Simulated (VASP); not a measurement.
Here is a VASP 6.6.1 calculation.

File INCAR:

```
PREC = Accurate
ENCUT = 600
EDIFF = 1E-6
ISMEAR = 0
SIGMA = 0.1
LREAL = F
LASPH = T
NELM = 60
ALGO = Normal
ISIF = 3
LWAVE = F
LCHARG = F
GGA = PE
IBRION = 2
NSW = 90
EDIFFG = -0.04
```

The input KPOINTS:

```
Automatic mesh
0
Gamma
  6 6 4
```

The input POSCAR:

```
SiC3
1.0
    2.5165884397      0.0000000000      0.0000000000
   -1.2582942198      2.1794295196      0.0000000000
    0.0000000000      0.0000000000      6.5636660218
Si C
1 3
Direct
    0.3333333333      0.6666666667      0.5000000000
    0.3333333333      0.6666666667      0.0000000000
    0.6666666667      0.3333333333      0.1305866599
    0.6666666667      0.3333333333      0.8694133401
```

Potentials or basis: VASP PAW PBE potentials, release 64 (Si, C).

The run is started by

```bash
$ cat potpaw_PBE.64/Si/POTCAR potpaw_PBE.64/C/POTCAR > POTCAR
$ mpirun -np 1 vasp_std > vasp.out
```

**Question.** What does it give for the relaxed volume?

**Answer.** 8.93 Å³/atom.

**Question.** Estimate the relaxed cell.

**Answer.** a = 2.511 Å, b = 2.511 Å, c = 6.542 Å, α = 90.00°, β = 90.00°, γ = 120.00°.

**Question.** Predict the space group after relaxing (to 0.05 Å).

**Answer.** P-6m2 (No. 187).

**Question.** Predict the band gap on the k mesh.

**Answer.** Zero (band 8 reaches 12.79 eV, above the bottom of band 9 at 6.58 eV).

Forces in eV/Å, atoms in the order of the input:
```
Si   0.000  0.000  0.000
C    0.000  0.000  0.000
C    0.000  0.000  0.036
C    0.000  0.000 -0.036
```

Caveat: the k points lie up to 0.48 Å⁻¹ apart in the final cell.
